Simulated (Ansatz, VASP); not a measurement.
TiO2 in VASP and in Ansatz

File INCAR:

```
PREC     = Accurate       # precision mode
ENCUT    = 520            # plane-wave cutoff, eV
EDIFF    = 1E-6           # SCF threshold, eV
ISMEAR   = -1             # smearing method
SIGMA    = 0.05           # smearing width, eV
LREAL    = F              # projectors in reciprocal space
LASPH    = T              # aspherical terms in the spheres
NELM     = 150            # most SCF steps
ALGO     = Normal         # electronic algorithm
ISIF     = 2              # what is computed and relaxed
LWAVE    = F              # write WAVECAR
LCHARG   = F              # write CHGCAR
LMAXMIX  = 4              # l up to which the mixer works
LDAU     = T              # DFT+U
LDAUTYPE = 2            
LDAUL    = 2 -1           # shell
LDAUU    = 6 0            # U, eV
LDAUJ    = 0 0          
LDAUPRINT= 1            
GGA      = PS             # functional
NBANDS   = 60             # bands
```

The input KPOINTS:

```
Automatic mesh
0
Gamma
  9 9 3
```

POSCAR

```
TiO2
1.0
    1.4740970000     -4.7965300000      0.0000000000
    1.4740970000      4.7965300000      0.0000000000
    0.0000000000      0.0000000000     10.2352230000
Ti O
4 8
Direct
    0.8669130000      0.1330870000      0.5831420000
    0.1330870000      0.8669130000      0.4168580000
    0.8669130000      0.1330870000      0.9168580000
    0.1330870000      0.8669130000      0.0831420000
    0.5000000000      0.5000000000      0.5000000000
    0.5000000000      0.5000000000      0.0000000000
    0.9342350000      0.0657650000      0.7500000000
    0.0657650000      0.9342350000      0.2500000000
    0.7544000000      0.2456000000      0.1028660000
    0.2456000000      0.7544000000      0.8971340000
    0.2456000000      0.7544000000      0.6028660000
    0.7544000000      0.2456000000      0.3971340000
```

The input input.yaml:

```yaml
crystal:
  lattice:
    - [1.474097, -4.79653, 0.0]
    - [1.474097, 4.79653, 0.0]
    - [0.0, 0.0, 10.235223]
  atoms:
    - { symbol: Ti, position: [0.866913, 0.133087, 0.583142] }
    - { symbol: Ti, position: [0.133087, 0.866913, 0.416858] }
    - { symbol: Ti, position: [0.866913, 0.133087, 0.916858] }
    - { symbol: Ti, position: [0.133087, 0.866913, 0.083142] }
    - { symbol: O, position: [0.5, 0.5, 0.5] }
    - { symbol: O, position: [0.5, 0.5, 0.0] }
    - { symbol: O, position: [0.934235, 0.065765, 0.75] }
    - { symbol: O, position: [0.065765, 0.934235, 0.25] }
    - { symbol: O, position: [0.7544, 0.2456, 0.102866] }
    - { symbol: O, position: [0.2456, 0.7544, 0.897134] }
    - { symbol: O, position: [0.2456, 0.7544, 0.602866] }
    - { symbol: O, position: [0.7544, 0.2456, 0.397134] }
hamiltonian:
  xc: pbesol
  pseudopotentials: { kind: paw }
  hubbard: { sites: [{ species: Ti, l: d, u_eff: 6.0 }] }
kpoints:
  mp_grid: { grid: [9, 9, 3] }
  band_path:
    path:
      - [[0.0, 0.0, 0.0], [0.2736122734, 0.2736122734, 0.0], [0.0, 0.5, 0.0], [0.0, 0.5, 0.5], [0.2736122734, 0.2736122734, 0.5], [0.0, 0.0, 0.5], [0.0, 0.0, 0.0], [-0.5, 0.5, 0.0], [-0.2736122734, 0.7263877266, 0.0], [-0.2736122734, 0.7263877266, 0.5], [-0.5, 0.5, 0.5], [-0.5, 0.5, 0.0]]
      - [[0.0, 0.0, 0.5], [-0.5, 0.5, 0.5]]
    npoints: 10
scf:
  occupations: { method: fermi_dirac, width: 0.05 }
  n_extra_bands: 30
output:
  forces: true
  stress: true
  eigenvalues: true
  fatbands: false
```

Alike in both runs: functional PBEsol; k mesh 9 × 9 × 3; occupations fermi-dirac, width 0.05 eV; no spin polarisation; Hubbard terms Ti d U = 6.0 eV.

```csv
,VASP,Ansatz
version,VASP 6.6.1,Ansatz 0.2.0
potentials or method,"VASP PAW PBE potentials, release 64 (Ti_sv, O)",Ansatz PAW
plane-wave cutoff (eV),520,420
valence electrons in the cell,96,96
task,single point,band structure
```

```tsv
	VASP	Ansatz	Ansatz less VASP
gap on the k mesh at the Fermi level (eV)	3.03	3.01	-0.023
least direct gap on the mesh (eV)	3.13	3.12	-0.009
pressure (GPa)	4.1	-2.1	-6.11
traceless stress, the component that is largest in VASP (GPa)	2.58	2.07	-0.515
rms of the force components (eV/Å)	0.375	0.115	-0.2596
```

VASP's potentials were made for PBE, not for PBEsol. The programs project onto different local orbitals, so the same U acts differently, and such runs can settle in different states. Atom by atom the forces differ by 0.397 eV/Å (rms over components).
